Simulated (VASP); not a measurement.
# MnS (Fm-3m) in VASP: notebook, part 2 of 2

VASP 6.6.1. The steps go on from the part before.

## (3) Single point, PBEsol, collinear spin, ferromagnetic start

The input, INCAR:

```
SYSTEM = MnS
ALGO = Normal
EDIFF = 1E-6
ENCUT = 600
GGA = PS
GGA_COMPAT = .FALSE.
ISIF = 2
ISMEAR = -1
ISPIN = 2
LASPH = .TRUE.
LCHARG = .TRUE.
LELF = .TRUE.
LMAXMIX = 4
LORBIT = 11
LREAL = .FALSE.
LVHAR = .TRUE.
LWAVE = .FALSE.
MAGMOM = 4 0
NBANDS = 22
NELM = 200
NUPDOWN = 4.0
PREC = Accurate
SIGMA = 0.05
```

The input, KPOINTS:

```
k-points
0
G
  7 7 7
  0 0 0
```

The input, POSCAR:

```
MnS
1.0
    0.0000000000      2.6045000000      2.6045000000
    2.6045000000      0.0000000000      2.6045000000
    2.6045000000      2.6045000000      0.0000000000
Mn S
1 1
Direct
    0.0000000000      0.0000000000      0.0000000000
    0.5000000000      0.5000000000      0.5000000000
```

Potentials or basis: VASP PAW PBE potentials, release 64 (Mn_sv, S).

The run is started by

```sh
$ cat potpaw_PBE.64/Mn_sv/POTCAR potpaw_PBE.64/S/POTCAR > POTCAR
$ mpirun -np 1 vasp_std > vasp.out
```

OUTCAR:

```text
SYSTEM = MnS
   EDIFF = 1E-6
   ENCUT = 600
   GGA = PS
   ISIF = 2
   ISMEAR = -1
   ISPIN = 2
   LASPH = .TRUE.
   LORBIT = 11
   LREAL = .FALSE.
   NELM = 200
   NUPDOWN = 4.0
   PREC = Accurate

 ion  position               nearest neighbor table
   1  0.000  0.000  0.000-   2 2.60   2 2.60   2 2.60   2 2.60   2 2.60   2 2.60
   2  0.500  0.500  0.500-   1 2.60   1 2.60   1 2.60   1 2.60   1 2.60   1 2.60

  LATTYP: Found a face centered cubic cell.
 ALAT       =     5.2090000000

  Lattice vectors:

 A1 = (   0.0000000000,   2.6045000000,   2.6045000000)
 A2 = (   2.6045000000,   0.0000000000,   2.6045000000)
 A3 = (   2.6045000000,   2.6045000000,   0.0000000000)

Analysis of symmetry for initial positions (statically):
=====================================================================
 Subroutine PRICEL returns:
 Original cell was already a primitive cell.

 Routine SETGRP: Setting up the symmetry group for a
 face centered cubic supercell.

 Subroutine GETGRP returns: Found 48 space group operations
 (whereof 48 operations were pure point group operations)
 out of a pool of 48 trial point group operations.

The static configuration has the point symmetry O_h .

Analysis of symmetry for dynamics (positions and initial velocities):
=====================================================================
 Subroutine PRICEL returns:
 Original cell was already a primitive cell.

 Routine SETGRP: Setting up the symmetry group for a
 face centered cubic supercell.

 Subroutine GETGRP returns: Found 48 space group operations
 (whereof 48 operations were pure point group operations)
 out of a pool of 48 trial point group operations.

The dynamic configuration has the point symmetry O_h .

Analysis of structural, dynamic, and magnetic symmetry:
=====================================================================
 Subroutine PRICEL returns:
 Original cell was already a primitive cell.

 Routine SETGRP: Setting up the symmetry group for a
 face centered cubic supercell.

 Subroutine GETGRP returns: Found 48 space group operations
 (whereof 48 operations were pure point group operations)
 out of a pool of 48 trial point group operations.

The overall configuration has the point symmetry O_h .

 Subroutine INISYM returns: Found 48 space group operations
 (whereof 48 operations are pure point group operations),
 and found     1 'primitive' translations

----------------------------------------------------------------------------------------

                                     Primitive cell

  volume of cell :      35.3348

  direct lattice vectors                    reciprocal lattice vectors
     0.000000000  2.604500000  2.604500000    -0.191975427  0.191975427  0.191975427
     2.604500000  0.000000000  2.604500000     0.191975427 -0.191975427  0.191975427
     2.604500000  2.604500000  0.000000000     0.191975427  0.191975427 -0.191975427

  length of vectors
     3.683319223  3.683319223  3.683319223     0.332511194  0.332511194  0.332511194

  position of ions in fractional coordinates (direct lattice)
[... 8 lines left out ...]
----------------------------------------------------------------------------------------

 KPOINTS: k-points

Automatic generation of k-mesh.
 Grid dimensions read from file:
[... 47 lines left out ...]
   ions per type =               1   1
   NGX,Y,Z   is equivalent  to a cutoff of  13.54, 13.54, 13.54 a.u.
   NGXF,Y,Z  is equivalent  to a cutoff of  27.08, 27.08, 27.08 a.u.
 SYSTEM =  MnS
   PREC   = accura    normal or accurate (medium, high low for compatibility)
   ISTART =      0    job   : 0-new  1-cont  2-samecut
   ICHARG =      2    charge: 1-file 2-atom 10-const
   ISPIN  =      2    spin polarized calculation?
   LNONCOLLINEAR =      F non collinear calculations
   LSORBIT =      F    spin-orbit coupling
   LASPH  =      T    aspherical Exc in radial PAW
   ENCUT  =  600.0 eV  44.10 Ry    6.64 a.u.   7.36  7.36  7.36*2*pi/ulx,y,z
   NELM   =    200;   NELMIN=  2; NELMDL= -5     # of ELM steps
   EDIFF  = 0.1E-05   stopping-criterion for ELM
   LREAL  =      F    real-space projection
[... 7 lines left out ...]
   TEBEG  =    0.0;   TEEND  =   0.0 temperature during run
   PSTRESS=    0.0 pullay stress
   NELECT =      21.0000    total number of electrons
   NUPDOWN=       4.0000    fix difference up-down
   EMIN   =  10.00;   EMAX   =-10.00  energy-range for DOS
   EFERMI =   0.00;   METHOD = LEGACY
   ISMEAR =    -1;   SIGMA  =   0.05  broadening in eV -4-tet -1-fermi 0-gaus
   EFERMI_NEDOS =   21; number of points for ismear=-14 and -15
   IALGO  =     38    algorithm
   IMIX   =      4    mixing-type and parameters
     AMIX     =   0.40;   BMIX     =  1.00
     AMIX_MAG =   1.60;   BMIX_MAG =  1.00
  volume/ion in A,a.u.               =      17.67       119.23
  Fermi-wavevector in a.u.,A,eV,Ry     =   1.376407  2.601032 25.776190  1.894496
  Thomas-Fermi vector in A             =   2.501655
   LORBIT       =     11    0 simple, 1 ext, 2 COOP (PROOUT), +10 PAW based schemes
   GGA     = PS    functional components
   LHFCALC =     F    Hartree Fock is set to
   AEXX    =    0.0000 exact exchange contribution
   IVDW    =     0    specifies the selected vdW correction
   LEPSILON=     F    determine dielectric tensor
   LRPA    =     F    only Hartree local field effects (RPA)
 spin polarized calculation
  energy-cutoff  :      600.00
  volume of cell :       35.33
 maximum number of plane-waves:      1243
 NGX is ok and might be reduce to    30
   NGX = 15   NGY = 15   NGZ = 15

 number of electron      20.9999991 magnetization       3.9999997

 Free energy of the ion-electron system (eV)
  ---------------------------------------------------
  ext. energy  EPLUGINS =         0.00000000
  ---------------------------------------------------
  free energy    TOTEN  =       -14.75952997 eV

  energy without entropy =      -14.74295774  energy(sigma->0) =      -14.75124386

 E-fermi :   7.9596     XC(G=0): -10.8858

 val. band max:        7.9277093929   @ k =  -0.4286   0.2857   0.0000
 cond. band min:       7.3044491697   @ k =   0.4286   0.2857   0.1429
 fundamental gap:     -0.6232602233
 Fermi energy:         7.0929556244

 spin component 1

 k-point     1 :       0.0000    0.0000    0.0000
  band No.  band energies     occupation
      1     -73.6745      1.00000
      2     -42.5410      1.00000
      3     -42.5410      1.00000
      4     -42.5410      1.00000
      5      -7.0483      1.00000
      6       4.5479      1.00000
[... 489 lines left out ...]
     21      24.2683      0.00000
     22      26.3014      0.00000
 Fermi energy:         7.9596223000

 spin component 2

 k-point     1 :       0.0000    0.0000    0.0000
  band No.  band energies     occupation
      1     -69.6176      1.00000
      2     -38.5554      1.00000
      3     -38.5554      1.00000
      4     -38.5554      1.00000
      5      -6.9112      1.00000
      6       5.7194      1.00000
[... 489 lines left out ...]
     21      24.7708      0.00000
     22      27.0713      0.00000

------------------------ aborting loop because EDIFF is reached ----------------------------------------

  FORCE on cell =-STRESS in cart. coord.  units (eV):
  Direction    XX          YY          ZZ          XY          YZ          ZX
  --------------------------------------------------------------------------------------
  -------------------------------------------------------------------------------------
  Total       -3.2452118     -3.2452118     -3.2452118      0.0000000      0.0000000     -0.0000000
  in kB     -147.1467080   -147.1467080   -147.1467080      0.0000000      0.0000000     -0.0000000
  external PRESSURE =    -147.1467080 kB  Pullay stress =       0.0000000 kB

 VOLUME and BASIS-vectors are now :
 -----------------------------------------------------------------------------
  energy-cutoff  :      600.00
  volume of cell :       35.33
      direct lattice vectors                 reciprocal lattice vectors
     0.000000000  2.604500000  2.604500000    -0.191975427  0.191975427  0.191975427
     2.604500000  0.000000000  2.604500000     0.191975427 -0.191975427  0.191975427
     2.604500000  2.604500000  0.000000000     0.191975427  0.191975427 -0.191975427

 POSITION                                       TOTAL-FORCE (eV/Angst)
 -----------------------------------------------------------------------------------
      0.00000      0.00000      0.00000         0.000000     -0.000000     -0.000000
      2.60450      2.60450      2.60450         0.000000      0.000000      0.000000
 -----------------------------------------------------------------------------------
    total drift:                               -0.000000      0.000000      0.000000

  FREE ENERGIE OF THE ION-ELECTRON SYSTEM (eV)
  ---------------------------------------------------
  free  energy   TOTEN  =       -14.7595299693 eV

  energy  without entropy=      -14.7429577408  energy(sigma->0) =      -14.75124386

 total charge

# of ion       s       p       d       tot
------------------------------------------
    1        2.123   6.002   4.672  12.797
    2        1.325   2.324   0.000   3.649
--------------------------------------------------
tot          3.448   8.326   4.672  16.446

 magnetization (x)

# of ion       s       p       d       tot
------------------------------------------
    1        0.033   0.014   3.563   3.610
    2        0.018  -0.033   0.000  -0.015
--------------------------------------------------
tot          0.051  -0.019   3.563   3.595
```

OSZICAR:

```text
N       E                     dE             d eps       ncg     rms          rms(c)
DAV:   1     0.258729440604E+03    0.25873E+03   -0.11211E+04  1978   0.122E+03
DAV:   2     0.110548172259E+01   -0.25762E+03   -0.24370E+03  1778   0.387E+02
DAV:   3    -0.148051507048E+02   -0.15911E+02   -0.15628E+02  2426   0.109E+02
DAV:   4    -0.159225380649E+02   -0.11174E+01   -0.11044E+01  2934   0.247E+01
DAV:   5    -0.159296903393E+02   -0.71523E-02   -0.71499E-02  2334   0.200E+00    0.118E+01
DAV:   6    -0.150949797231E+02    0.83471E+00   -0.99966E+00  2648   0.441E+01    0.169E+01
DAV:   7    -0.147676096565E+02    0.32737E+00   -0.13430E+00  2364   0.230E+01    0.669E+00
DAV:   8    -0.147642806398E+02    0.33290E-02   -0.60623E-02  2466   0.257E+00    0.293E+00
DAV:   9    -0.147591631481E+02    0.51175E-02   -0.13718E-02  2760   0.149E+00    0.435E-01
DAV:  10    -0.147594569273E+02   -0.29378E-03   -0.97725E-04  2492   0.324E-01    0.170E-01
DAV:  11    -0.147594967246E+02   -0.39797E-04   -0.14527E-04  2634   0.932E-02    0.742E-02
DAV:  12    -0.147595219526E+02   -0.25228E-04   -0.18177E-05  2422   0.522E-02    0.419E-02
DAV:  13    -0.147595285924E+02   -0.66398E-05   -0.62583E-06  2616   0.300E-02    0.162E-02
DAV:  14    -0.147595299426E+02   -0.13502E-05   -0.13783E-06  1828   0.105E-02    0.210E-03
DAV:  15    -0.147595299693E+02   -0.26701E-07   -0.10463E-07  1210   0.382E-03
   1 F= -.14759530E+02 E0= -.14751244E+02  d E =-.165722E-01  mag=     4.0000
```

stdout:

```text
POSCAR found type information on POSCAR MnS
 POSCAR found :  2 types and       2 ions
 scaLAPACK will be used
 -----------------------------------------------------------------------------
|                                                                             |
|                                                                             |
|     You enforced a specific xc type in the INCAR file but a different       |
|     I HOPE YOU KNOW WHAT YOU ARE DOING!                                     |
|                                                                             |
 -----------------------------------------------------------------------------

 LDA part: xc-table for (Slater+PW92), standard interpolation
 POSCAR, INCAR and KPOINTS ok, starting setup
 FFT: planning ... GRIDC
 FFT: planning ... GRID_SOFT
 FFT: planning ... GRID
 WAVECAR not read
 entering main loop
```

It took 54 s on 1 thread of Intel Xeon Platinum 8259CL at 2.50GHz (Skylake/Cascade Lake), shared host; peak memory 0.19 GiB.

Results:

```
Free energy                                           : -14.7595 eV
Pressure                                              : -14.7 GPa
Net moment                                            : 4.00 μB per cell
Site moments                                          : Mn +3.61; S -0.01 μB
Valence electrons inside the program's atomic spheres : Mn 12.80; S 3.65
```

Caveat: the PAW data sets were made with another functional, which shifts forces and pressure a little; the total moment is fixed, so each spin has its own Fermi level; a cell with one magnetic atom can't hold antiferromagnetic order, which such compounds often take.

## (4) Single point, PBEsol+D3(BJ), collinear spin, ferromagnetic start

The input, INCAR:

```
SYSTEM = MnS
PREC = Accurate
ENCUT = 520
EDIFF = 1E-7
ISMEAR = -1
SIGMA = 0.05
LREAL = .FALSE.
LASPH = .TRUE.
NELM = 150
ALGO = Normal
ISIF = 2
LWAVE = .FALSE.
LCHARG = .FALSE.
ISPIN = 2
MAGMOM = 4 0
LORBIT = 11
LMAXMIX = 4
GGA = PS
IVDW = 12
NBANDS = 20
```

The input, KPOINTS:

```
Automatic mesh
0
G
  9 9 9
  0 0 0
```

POSCAR is that of step 3.

Potentials or basis: VASP PAW PBE potentials, release 64 (Mn_pv, S).

The run is started by

```sh
$ cat potpaw_PBE.64/Mn_pv/POTCAR potpaw_PBE.64/S/POTCAR > POTCAR
$ mpirun -np 1 vasp_std > vasp.out
```

Wall time 69 s (1 thread of Oxide Virtual Turin-like, shared host); peak memory 0.17 GiB.

The run converged. Its results:

- Free energy: -15.5664 eV
- Pressure: -10.5 GPa
- Net moment: 4.69 μB per cell
- Site moments: Mn +4.23; S +0.10 μB
- Valence electrons inside the program's atomic spheres: Mn 11.31; S 3.69
- Dispersion energy per atom: -0.354 eV

Levels at points of the mesh, in eV from the Fermi level:
Spin up:
```
           k point  band 10  band 11  band 12  band 13  band 14  band 15
(0.00, 0.00, 0.00)    -1.85    -1.85    -1.85     1.64     8.56     8.56
```
Spin down:
```csv
k point,band 3,band 4,band 5,band 6,band 7,band 8,band 9,band 10,band 11,band 12
"(0.00, 0.00, 0.00)",-46.04,-14.25,-1.61,-1.61,-1.61,0.28,0.28,0.28,0.35,0.35
```

Caveat: three body term missing; the PAW data sets were made with another functional, which shifts forces and pressure a little; a cell with one magnetic atom can't hold antiferromagnetic order, which such compounds often take; semilocal functionals often make such compounds metallic where correlation or magnetic order opens a gap, which also shifts bond lengths; pairwise dispersion overbinds metals, which lowers pressure and volume. With open d or f shells a metallic result of PBEsol can be an artefact of self-interaction; +U or a hybrid may open a gap.

## (5) Overview

| level | potentials or basis | fixed moment (μB) | k mesh | cutoff (eV) | second run | pressure (GPa) | moment (μB) |
| --- | --- | --- | --- | --- | --- | --- | --- |
| PBEsol | VASP PAW PBE potentials, release 64 (Mn_sv, S) | 2.0 | 7 × 7 × 7 | 600 | valence_matched | -25.2 | 2.00 |
| PBEsol | VASP PAW PBE potentials, release 64 (Mn_sv, S) | 4.0 | 7 × 7 × 7 | 600 | valence_matched | -14.7 | 4.00 |
| PBEsol+D3(BJ) | VASP PAW PBE potentials, release 64 (Mn_pv, S) | - | 9 × 9 × 9 | 520 | - | -10.5 | 4.69 |

Alike in all rows: task single point; spin collinear, ferromagnetic start; cell as given; smearing fermi-dirac 0.05 eV.

Caveats: the PAW data sets were made with another functional, which shifts forces and pressure a little; a cell with one magnetic atom can't hold antiferromagnetic order, which such compounds often take; the total moment is fixed, so each spin has its own Fermi level (some runs); three body term missing (some runs); semilocal functionals often make such compounds metallic where correlation or magnetic order opens a gap, which also shifts bond lengths (some runs); pairwise dispersion overbinds metals, which lowers pressure and volume (some runs).

Total energies depend on the potentials used, so only differences within one code and one set of settings carry meaning.
